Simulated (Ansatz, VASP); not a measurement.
**One calculation of AlO5, two programs**

Contents of INCAR:

```
PREC = Accurate ; ENCUT = 600
EDIFF = 1E-7 ; ISMEAR = 0
SIGMA = 0.1 ; LREAL = F
LASPH = T ; NELM = 100
ALGO = Normal ; ISIF = 3
LWAVE = F ; LCHARG = F
GGA = PE ; IBRION = 2
NSW = 100 ; EDIFFG = -0.01
```

File KPOINTS:

```
Automatic mesh
0
Gamma
  12 12 6
```

POSCAR

```
AlO5
1.0
    3.5655607588      0.0000000000      0.0000000000
   -1.7827803794      3.0878661959      0.0000000000
    0.0000000000      0.0000000000      6.3767516465
Al O
1 5
Direct
    0.0000000000      0.0000000000      0.0000000000
    0.3333333333      0.6666666667      0.0000000000
    0.6666666667      0.3333333333      0.0000000000
    0.5000000000      0.0000000000      0.5000000000
    0.5000000000      0.5000000000      0.5000000000
    0.0000000000      0.5000000000      0.5000000000
```

Input for Ansatz:

```yaml
crystal:
  lattice:
    - [3.5655607588, 0.0, 0.0]
    - [-1.7827803794, 3.0878661959, 0.0]
    - [0.0, 0.0, 6.3767516465]
  atoms:
    - { symbol: Al, position: [0.0, 0.0, 0.0] }
    - { symbol: O, position: [0.3333333333, 0.6666666667, 0.0] }
    - { symbol: O, position: [0.6666666667, 0.3333333333, 0.0] }
    - { symbol: O, position: [0.5, 0.0, 0.5] }
    - { symbol: O, position: [0.5, 0.5, 0.5] }
    - { symbol: O, position: [0.0, 0.5, 0.5] }
basis:
  ecutwfc: 420
kpoints:
  mp_grid: { grid: [12, 12, 6] }
hamiltonian:
  xc: pbe
scf:
  occupations: { method: gaussian, width: 0.1 }
output:
  forces: true
  stress: true
  eigenvalues: true
  write_density: true
  write_potential: true
  elf: true
  volumetric_format: npy
relax:
  adjacent_minimum: "off"
  f_tol: 0.01
  max_steps: 80
  cell: { stress_tol: 0.05 }
```

Change from the starting cell: species swapped into the LaPt5 type (P6/mmm, No. 191).

Alike in both runs: task relaxation of cell and atoms; functional PBE; k mesh 12 × 12 × 6; occupations gaussian, width 0.1 eV; no spin polarisation.

|  | VASP | Ansatz |
| --- | --- | --- |
| version | VASP 6.6.1 | Ansatz 0.2.0 |
| potentials or method | VASP PAW PBE potentials, release 64 (Al, O), cutoff 600 eV | scalar-relativistic, plane waves, PAW |
| valence electrons in the cell | 33 | 33 |

|  | VASP | Ansatz | Ansatz less VASP |
| --- | --- | --- | --- |
| gap on the k mesh at the Fermi level, each at its own relaxed structure (eV) | none | none | - |
| relaxed volume (Å³/atom) | 11.60 | 11.84 | +0.246 |
| relaxed cell length with the largest relative difference (Å) | 6.378 | 6.508 | +0.1299 |

A gap of «none» marks a metal or a gap that the smearing closes.
